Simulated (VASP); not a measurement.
# SrTiO3 (Ibam) in VASP: single point with PBE

Aim: the single point of SrTiO3 with PBE.

All numbers are computed with VASP 6.6.1; they aren't measurements. Logs are shortened: lines on timing, memory, paths and dates and some standing lists are left out, and cuts for length are marked.

**1. The cell of the first run**

Symmetry: Ibam, No. 72, orthorhombic system. Conventional cell: a = 5.555 Å, b = 5.667 Å, c = 7.893 Å, α = 90.00°, β = 90.00°, γ = 90.00°. Sr (site symmetry 222) has 12 O at 2.68 to 2.92 Å and 8 Ti at 3.41 to 3.45 Å within 3.5 Å. Within 2.6 Å of Ti (site symmetry 2/m) lie 6 O at 1.97 to 1.99 Å. Within 2.6 Å of O (site symmetry 222) lie 2 Ti at 1.97 Å. O (site symmetry m) has 2 Ti at 1.99 Å and 4 Sr at 2.68 to 2.92 Å and 8 O at 2.79 to 2.84 Å within 3.0 Å.

**2. Single point, PBE (strain +0.0200 x Voigt [0, 1, 0, 0, 0, 0])**

Contents of INCAR:

```
SYSTEM = SrTiO3
PREC     = Accurate       ! precision mode
ENCUT    = 520            ! plane-wave cutoff, eV
EDIFF    = 1E-6           ! SCF threshold, eV
ISMEAR   = 0              ! smearing method
SIGMA    = 0.05           ! smearing width, eV
LREAL    = .False.        ! projectors in reciprocal space
LASPH    = .True.         ! aspherical terms in the spheres
NELM     = 60             ! most SCF steps
ALGO     = Normal         ! electronic algorithm
ISIF     = 2              ! what is computed and relaxed
LWAVE    = .False.        ! write WAVECAR
LCHARG   = .False.        ! write CHGCAR
GGA      = PE             ! functional
NBANDS   = 51             ! bands
```

Contents of KPOINTS:

```
Automatic mesh
0
Gamma
  8 8 8
  0 0 0
```

Contents of POSCAR:

```
SrTiO3
1.0
   -2.7777137596      2.8332680348      3.9464442078
    2.7777137596     -2.8332680348      3.9464442078
    2.7777137596      2.8332680348     -3.9464442078
Sr Ti O
2 2 6
Direct
    0.7500000000      0.2500000000      0.5000000000
    0.2500000000      0.7500000000      0.5000000000
    0.0000000000      0.0000000000      0.0000000000
    0.5000000000      0.5000000000      0.0000000000
    0.2500000000      0.2500000000      0.0000000000
    0.7500000000      0.7500000000      0.0000000000
    0.7281949606      0.2281949606      0.9563899212
    0.2281949606      0.2718050394      0.5000000000
    0.2718050394      0.7718050394      0.0436100788
    0.7718050394      0.7281949606      0.5000000000
```

Potentials or basis: VASP PAW PBE potentials, release 64 (Sr_sv, Ti_sv, O).

Started as:

```sh
> cat potpaw_PBE.64/Sr_sv/POTCAR potpaw_PBE.64/Ti_sv/POTCAR potpaw_PBE.64/O/POTCAR > POTCAR
> mpirun -np 1 vasp_std > vasp.out
```

OUTCAR:

```text
SYSTEM = SrTiO3
   PREC = Accurate
   ENCUT = 520
   EDIFF = 1E-6
   ISMEAR = 0
   LREAL = .False.
   LASPH = .True.
   NELM = 60
   ISIF = 2
   GGA = PE

 ion  position               nearest neighbor table
   1  0.750  0.250  0.500-   7 2.68   8 2.68   9 2.68  10 2.68   6 2.78   6 2.78   5 2.83   5 2.83
                             9 2.92   7 2.92   8 2.92  10 2.92   4 3.41   3 3.41   3 3.41   4 3.41
   2  0.250  0.750  0.500-   7 2.68   8 2.68   9 2.68  10 2.68   5 2.78   5 2.78   6 2.83   6 2.83
                             9 2.92   7 2.92  10 2.92   8 2.92   3 3.41   4 3.41   3 3.41   4 3.41
   3  0.000  0.000  0.000-   5 1.97   6 1.97   8 1.99  10 1.99   9 1.99   7 1.99   2 3.41   2 3.41
                             1 3.41   1 3.41   1 3.45   2 3.45   1 3.45   2 3.45
   4  0.500  0.500  0.000-   5 1.97   6 1.97   7 1.99   9 1.99  10 1.99   8 1.99   1 3.41   1 3.41
                             2 3.41   2 3.41   1 3.45   2 3.45   2 3.45   1 3.45
   5  0.250  0.250  0.000-   3 1.97   4 1.97   2 2.78   2 2.78   1 2.83   1 2.83
   6  0.750  0.750  0.000-   3 1.97   4 1.97   1 2.78   1 2.78   2 2.83   2 2.83
   7  0.728  0.228  0.956-   4 1.99   3 1.99   1 2.68   2 2.68   2 2.92   1 2.92
   8  0.228  0.272  0.500-   3 1.99   4 1.99   1 2.68   2 2.68   1 2.92   2 2.92
   9  0.272  0.772  0.044-   4 1.99   3 1.99   1 2.68   2 2.68   2 2.92   1 2.92
  10  0.772  0.728  0.500-   3 1.99   4 1.99   1 2.68   2 2.68   1 2.92   2 2.92

  LATTYP: Found a body centered orthorhombic cell.
 ALAT       =     5.5554275192
 B/A-ratio  =     1.0200000000
 C/A-ratio  =     1.4207526582

  Lattice vectors:

 A1 = (  -2.7777137596,   2.8332680348,   3.9464442078)
 A2 = (   2.7777137596,  -2.8332680348,   3.9464442078)
 A3 = (   2.7777137596,   2.8332680348,  -3.9464442078)

Analysis of symmetry for initial positions (statically):
=====================================================================
 Subroutine PRICEL returns:
 Original cell was already a primitive cell.

 Routine SETGRP: Setting up the symmetry group for a
 body centered orthorhombic supercell.

 Subroutine GETGRP returns: Found  8 space group operations
 (whereof  4 operations were pure point group operations)
 out of a pool of  8 trial point group operations.

The static configuration has the point symmetry C_2h.
 The point group associated with its full space group is D_2h.

Analysis of symmetry for dynamics (positions and initial velocities):
=====================================================================
 Subroutine PRICEL returns:
 Original cell was already a primitive cell.

 Routine SETGRP: Setting up the symmetry group for a
 body centered orthorhombic supercell.

 Subroutine GETGRP returns: Found  8 space group operations
 (whereof  4 operations were pure point group operations)
 out of a pool of  8 trial point group operations.

The dynamic configuration has the point symmetry C_2h.
 The point group associated with its full space group is D_2h.

 Subroutine INISYM returns: Found  8 space group operations
 (whereof  4 operations are pure point group operations),
 and found     1 'primitive' translations

----------------------------------------------------------------------------------------

                                     Primitive cell

  volume of cell :     124.2342

  direct lattice vectors                    reciprocal lattice vectors
    -2.777713760  2.833268035  3.946444208     0.000000000  0.176474655  0.126696331
     2.777713760 -2.833268035  3.946444208     0.180004148  0.000000000  0.126696331
     2.777713760  2.833268035 -3.946444208     0.180004148  0.176474655  0.000000000

  length of vectors
     5.596206159  5.596206159  5.596206159     0.217244710  0.220121452  0.252080934

  position of ions in fractional coordinates (direct lattice)
     0.750000000  0.250000000  0.500000000
     0.250000000  0.750000000  0.500000000
     0.000000000  0.000000000  0.000000000
     0.500000000  0.500000000  0.000000000
     0.250000000  0.250000000  0.000000000
     0.750000000  0.750000000  0.000000000
     0.728194961  0.228194961  0.956389921
     0.228194961  0.271805039  0.500000000
     0.271805039  0.771805039  0.043610079
     0.771805039  0.728194961  0.500000000

  ion indices of the primitive-cell ions
   primitive index   ion index
                 1           1
                 2           2
                 3           3
                 4           4
                 5           5
                 6           6
                 7           7
                 8           8
                 9           9
                10          10

----------------------------------------------------------------------------------------

 KPOINTS: Automatic mesh

Automatic generation of k-mesh.
 Grid dimensions read from file:
 generate k-points for:    8    8    8

 Generating k-lattice:

  Cartesian coordinates                     Fractional coordinates (reciprocal lattice)
     0.000000000  0.022059332  0.015837041     0.125000000 -0.000000000  0.000000000
     0.022500519  0.000000000  0.015837041    -0.000000000  0.125000000  0.000000000
     0.022500519  0.022059332  0.000000000     0.000000000  0.000000000  0.125000000

  Length of vectors
     0.027155589  0.027515182  0.031510117

  Shift w.r.t. Gamma in fractional coordinates (k-lattice)
     0.000000000  0.000000000  0.000000000

 Subroutine IBZKPT returns following result:
 ===========================================

 Found     95 irreducible k-points:

 Following reciprocal coordinates:
            Coordinates               Weight
  0.000000  0.000000  0.000000      1.000000
  0.125000 -0.000000  0.000000      4.000000
  0.250000 -0.000000  0.000000      4.000000
  0.375000  0.000000  0.000000      4.000000
  0.500000 -0.000000  0.000000      2.000000
 -0.000000  0.125000  0.000000      4.000000
[... 16 lines left out ...]
  0.125000  0.375000  0.000000      8.000000
  0.250000  0.375000  0.000000      8.000000
 [... further k-points ...]
   k-points           NKPTS =     95   k-points in BZ     NKDIM =     95   number of bands    NBANDS=     51
   number of dos      NEDOS =    301   number of ions     NIONS =     10
   total plane-waves  NPLWV =  74088
   dimension x,y,z NGX =    42 NGY =   42 NGZ =   42
   dimension x,y,z NGXF=    84 NGYF=   84 NGZF=   84
   ions per type =               2   2   6
   NGX,Y,Z   is equivalent  to a cutoff of  12.48, 12.48, 12.48 a.u.
   NGXF,Y,Z  is equivalent  to a cutoff of  24.95, 24.95, 24.95 a.u.
 SYSTEM =  SrTiO3
   PREC   = accura    normal or accurate (medium, high low for compatibility)
   ISTART =      0    job   : 0-new  1-cont  2-samecut
   ICHARG =      2    charge: 1-file 2-atom 10-const
   ISPIN  =      1    spin polarized calculation?
   LNONCOLLINEAR =      F non collinear calculations
   LSORBIT =      F    spin-orbit coupling
   LASPH  =      T    aspherical Exc in radial PAW
   ENCUT  =  520.0 eV  38.22 Ry    6.18 a.u.  10.41 10.41 10.41*2*pi/ulx,y,z
   NELM   =     60;   NELMIN=  2; NELMDL= -5     # of ELM steps
   EDIFF  = 0.1E-05   stopping-criterion for ELM
   LREAL  =      F    real-space projection
   EDIFFG = 0.1E-04   stopping-criterion for IOM
   NSW    =      0    number of steps for IOM
   IBRION =     -1    ionic relax: 0-MD 1-quasi-New 2-CG
   NFREE  =      0    steps in history (QN), initial steepest desc. (CG)
   ISIF   =      2    stress and relaxation
   ISYM   =      2    0-nonsym 1-usesym 2-fastsym
   POTIM  = 0.5000    time-step for ionic-motion
   TEBEG  =    0.0;   TEEND  =   0.0 temperature during run
   PSTRESS=    0.0 pullay stress
   NELECT =      80.0000    total number of electrons
   NUPDOWN=      -1.0000    fix difference up-down
   EMIN   =  10.00;   EMAX   =-10.00  energy-range for DOS
   EFERMI =   0.00;   METHOD = LEGACY
   ISMEAR =     0;   SIGMA  =   0.05  broadening in eV -4-tet -1-fermi 0-gaus
   EFERMI_NEDOS =   21; number of points for ismear=-14 and -15
   IALGO  =     38    algorithm
   IMIX   =      4    mixing-type and parameters
     AMIX     =   0.40;   BMIX     =  1.00
     AMIX_MAG =   1.60;   BMIX_MAG =  1.00
  volume/ion in A,a.u.               =      12.42        83.84
  Fermi-wavevector in a.u.,A,eV,Ry     =   1.413702  2.671509 27.191959  1.998553
  Thomas-Fermi vector in A             =   2.535320
   LORBIT       =      0    0 simple, 1 ext, 2 COOP (PROOUT), +10 PAW based schemes
   GGA     = PE    functional components
   LHFCALC =     F    Hartree Fock is set to
   AEXX    =    0.0000 exact exchange contribution
   IVDW    =     0    specifies the selected vdW correction
   LEPSILON=     F    determine dielectric tensor
   LRPA    =     F    only Hartree local field effects (RPA)
 non-spin polarized calculation
 Gauss-broadening in eV      SIGMA  =   0.05
  energy-cutoff  :      520.00
  volume of cell :      124.23
 maximum number of plane-waves:      3366
 NGX is ok and might be reduce to    42
   NGX = 21   NGY = 21   NGZ = 21

 number of electron      80.0000028 magnetization

 Free energy of the ion-electron system (eV)
  ---------------------------------------------------
  ext. energy  EPLUGINS =         0.00000000
  ---------------------------------------------------
  free energy    TOTEN  =       -80.17972945 eV

  energy without entropy =      -80.17972945  energy(sigma->0) =      -80.17972945

 E-fermi :   4.0664     XC(G=0): -11.0492

 val. band max:        3.7460005634   @ k =   0.0000   0.0000   0.0000
 cond. band min:       5.5675799884   @ k =   0.0000   0.0000   0.0000
 fundamental gap:      1.8215794251
 Fermi energy:         4.0663804906

 k-point     1 :       0.0000    0.0000    0.0000
  band No.  band energies     occupation
      1     -52.8676      2.00000
      2     -52.8641      2.00000
      3     -29.1461      2.00000
      4     -29.1382      2.00000
      5     -29.1239      2.00000
      6     -29.0897      2.00000
[... 43 lines left out ...]
     50       9.4010      0.00000
     51       9.7522      0.00000
[... 1240 lines left out ...]
     50      10.5129      0.00000
     51      11.1417      0.00000

 [... further k-points ...]

------------------------ aborting loop because EDIFF is reached ----------------------------------------

  FORCE on cell =-STRESS in cart. coord.  units (eV):
  Direction    XX          YY          ZZ          XY          YZ          ZX
  --------------------------------------------------------------------------------------
  -------------------------------------------------------------------------------------
  Total       -0.9088412     -4.1433775     -1.0142101     -0.0000000      0.0000000      0.0000000
  in kB      -11.7208066    -53.4347738    -13.0796888     -0.0000000      0.0000000      0.0000000
  external PRESSURE =     -26.0784231 kB  Pullay stress =       0.0000000 kB

 VOLUME and BASIS-vectors are now :
 -----------------------------------------------------------------------------
  energy-cutoff  :      520.00
  volume of cell :      124.23
      direct lattice vectors                 reciprocal lattice vectors
    -2.777713760  2.833268035  3.946444208     0.000000000  0.176474655  0.126696331
     2.777713760 -2.833268035  3.946444208     0.180004148  0.000000000  0.126696331
     2.777713760  2.833268035 -3.946444208     0.180004148  0.176474655  0.000000000

 POSITION                                       TOTAL-FORCE (eV/Angst)
 -----------------------------------------------------------------------------------
      0.00000      2.83327      1.97322        -0.000000      0.000000     -0.000000
      2.77771     -0.00000      1.97322        -0.000000      0.000000     -0.000000
      0.00000      0.00000      0.00000        -0.000000      0.000000     -0.000000
      0.00000      0.00000      3.94644        -0.000000      0.000000     -0.000000
      0.00000      0.00000      1.97322        -0.000000      0.000000     -0.000000
      0.00000      0.00000      5.91967        -0.000000      0.000000     -0.000000
      1.26772      4.12634      0.00000         0.019606      0.018786     -0.000000
      1.50999      1.29307      0.00000        -0.019606      0.018786      0.000000
      1.50999     -1.29307      3.94644        -0.019606     -0.018786     -0.000000
      1.26772      1.54019      3.94644         0.019606     -0.018786     -0.000000
 -----------------------------------------------------------------------------------
    total drift:                               -0.000000     -0.000000      0.000000

  FREE ENERGIE OF THE ION-ELECTRON SYSTEM (eV)
  ---------------------------------------------------
  free  energy   TOTEN  =       -80.1797294484 eV

  energy  without entropy=      -80.1797294484  energy(sigma->0) =      -80.17972945
```

Wall time 27 min (1 thread of Intel Xeon 8259CL, shared host); peak memory 0.6 GiB.

Results:

```
Free energy            : -80.1797 eV
Pressure               : -2.6 GPa
Largest force          : 0.027 eV/Å
Band gap on the k mesh : 1.82 eV
```

Forces on the atoms (eV/Å):
```
Sr   0.000  0.000  0.000
Sr   0.000  0.000  0.000
Ti   0.000  0.000  0.000
Ti   0.000  0.000  0.000
O    0.000  0.000  0.000
O    0.000  0.000  0.000
O    0.020  0.019  0.000
O   -0.020  0.019  0.000
O   -0.020 -0.019  0.000
O    0.020 -0.019  0.000
```

Levels at points of the mesh, in eV from the valence-band top:
```
           k point  band 38  band 39  band 40  band 41  band 42  band 43
(0.00, 0.00, 0.00)    -0.13    -0.02     0.00     1.82     1.84     1.87
(0.50, 0.00, 0.00)    -0.73    -0.53    -0.53     3.17     3.17     3.24
(0.00, 0.50, 0.00)    -0.77    -0.56    -0.56     3.17     3.17     3.21
(0.50, 0.50, 0.00)    -0.70    -0.68    -0.05     1.96     3.48     3.51
(0.50, 0.50, 0.50)    -0.74    -0.56    -0.09     1.99     3.48     3.49
```

Caveat: the cell differs from its parent crystal (strain +0.0200 x Voigt [0, 1, 0, 0, 0, 0]).
